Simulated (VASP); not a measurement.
Set up this calculation in VASP 6.6.1, as the native input.

```yaml
Task: single point
Functional: LDA
Potentials_or_basis: VASP PAW LDA potentials, release 64 (Li_sv)
Cutoff: 520 eV
k_mesh: 11 × 11 × 11
Occupations: fermi-dirac, width 0.05 eV
Spin: no spin polarisation
Dipole_correction: no
Further_INCAR_settings: ALGO = Normal; EDIFF = 1e-07; NBANDS = 8
```

The structure of Li lies in POSCAR:

```
Li
1.0
   -1.6814593585      1.6814593585      1.6814593585
    1.6814593585     -1.6814593585      1.6814593585
    1.6814593585      1.6814593585     -1.6814593585
Li
1
Direct
    0.0000000000      0.0000000000      0.0000000000
```

The input as run:

INCAR

```
SYSTEM = Li
PREC     = Accurate       ! precision mode
ENCUT    = 520            ! plane-wave cutoff, eV
EDIFF    = 1E-7           ! SCF threshold, eV
ISMEAR   = -1             ! smearing method
SIGMA    = 0.05           ! smearing width, eV
LREAL    = .FALSE.        ! projectors in reciprocal space
LASPH    = .TRUE.         ! aspherical terms in the spheres
NELM     = 80             ! most SCF steps
ALGO     = Normal         ! electronic algorithm
ISIF     = 2              ! what is computed and relaxed
LWAVE    = .FALSE.        ! write WAVECAR
LCHARG   = .FALSE.        ! write CHGCAR
NBANDS   = 8              ! bands
```

KPOINTS

```
Automatic mesh
0
G
  11 11 11
  0 0 0
```

Potentials or basis: VASP PAW LDA potentials, release 64 (Li_sv).

Run with:

```console
$ cat potpaw_LDA.64/Li_sv/POTCAR > POTCAR
$ mpirun -np 1 vasp_std > vasp.out
```

It took 3.5 s on 1 thread of Intel(R) Xeon(R) Platinum 8488C (Sapphire Rapids), on a shared host, peak memory 0.12 GiB.
